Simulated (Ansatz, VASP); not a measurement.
Sr: VASP beside Ansatz

```
CELL_PARAMETERS angstrom
0.00000 3.05211 3.05211
3.05211 0.00000 3.05211
3.05211 3.05211 0.00000
ATOMIC_POSITIONS crystal
Sr 0.00000 0.00000 0.00000
```

Alike in both runs: task single point; functional r2SCAN; k mesh 9 × 9 × 9; no spin polarisation.

|  | VASP | Ansatz |
| --- | --- | --- |
| version | VASP 6.6.1 | Ansatz 0.2.0 |
| potentials or method | VASP PAW PBE potentials, release 64 (Sr_sv), cutoff 520 eV | plane waves (500 eV) with PAW, scalar-relativistic |
| occupations | methfessel-paxton of order 1, width 0.2 eV | cold, width 0.2 eV |
| valence electrons in the cell | 10 | 10 |

|  | VASP | Ansatz | Ansatz less VASP |
| --- | --- | --- | --- |
| pressure (GPa) | 0.0 | 0.0 | -0.01 |

VASP's potentials were made for PBE, not for r2SCAN.
